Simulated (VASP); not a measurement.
AlRu: relaxation of cell and atoms with LDA

AlRu:

```
CELL_PARAMETERS angstrom
2.95396 0.00000 0.00000
0.00000 2.95396 0.00000
0.00000 0.00000 2.95396
ATOMIC_POSITIONS crystal
Al 0.00000 0.00000 0.00000
Ru 0.50000 0.50000 0.50000
```

* Program: VASP 6.6.1
* Task: relaxation of cell and atoms
* Functional: LDA
* Potentials or basis: VASP PAW LDA potentials, release 64 (Al, Ru_pv)
* Cutoff: 500 eV
* k mesh: 16 × 16 × 16
* Occupations: fermi-dirac, width 0.05 eV
* Spin: no spin polarisation
* Target pressure: 5 GPa
* Dipole correction: no
* Further INCAR settings: ALGO = Normal; EDIFF = 1e-07; IBRION = 2; EDIFFG = -0.002; NSW = 100; ISIF = 3

* Relaxed volume: 12.66 Å³/atom
* Relaxed cell: a = 2.936 Å, b = 2.936 Å, c = 2.936 Å, α = 90.00°, β = 90.00°, γ = 90.00°
* Space group after relaxing (to 0.05 Å): Pm-3m (No. 221)
* Energy change on relaxing (the enthalpy is what falls): +4.0 meV/atom
* Ionic steps: 6
* Pressure after relaxing: 5.0 GPa

Step by step:
```
step  energy change (eV)  largest force (eV/Å)  pressure (GPa)  volume (Å³)
   1              0.0000                0.0000            0.61        25.78
   2              0.0571                0.0000           14.13        24.48
   3              0.0078                0.0000            4.96        25.32
   4              0.0081                0.0000            5.05        25.31
   5              0.0077                0.0000            4.92        25.32
   6              0.0080                0.0000            4.99        25.32
```

Final structure:
```yaml
crystal:
  lattice:
    - [2.93626, 0.00000, 0.00000]
    - [0.00000, 2.93626, 0.00000]
    - [0.00000, 0.00000, 2.93626]
  atoms:
    - { symbol: Al, position: [0.00000, 0.00000, 0.00000] }
    - { symbol: Ru, position: [0.50000, 0.50000, 0.50000] }
```

Levels at points of the mesh, in eV from the Fermi level:
| k point | band 5 | band 6 | band 7 | band 8 | band 9 | band 10 | band 11 | band 12 |
| --- | --- | --- | --- | --- | --- | --- | --- | --- |
| (0.00, 0.00, 0.00) | -3.93 | -3.93 | 0.18 | 0.18 | 0.18 | 6.28 | 6.28 | 6.28 |
| (0.50, 0.00, 0.00) | -5.58 | -3.07 | -1.75 | -1.75 | 0.47 | 2.46 | 7.44 | 11.25 |
| (0.50, 0.50, 0.00) | -3.35 | -1.40 | -1.40 | -1.30 | -1.30 | 1.63 | 5.63 | 6.80 |
| (0.50, 0.50, 0.50) | -4.97 | -4.97 | 1.74 | 1.74 | 2.81 | 4.25 | 4.25 | 4.25 |

Wall time 92 s on 1 thread of AMD EPYC 9R45 96-Core Processor (Zen 5) (shared host), peak memory 0.14 GiB.

Caveat: the cell is relaxed towards a set pressure, so the enthalpy falls and the energy may rise. LDA usually gives volumes a few per cent too small.
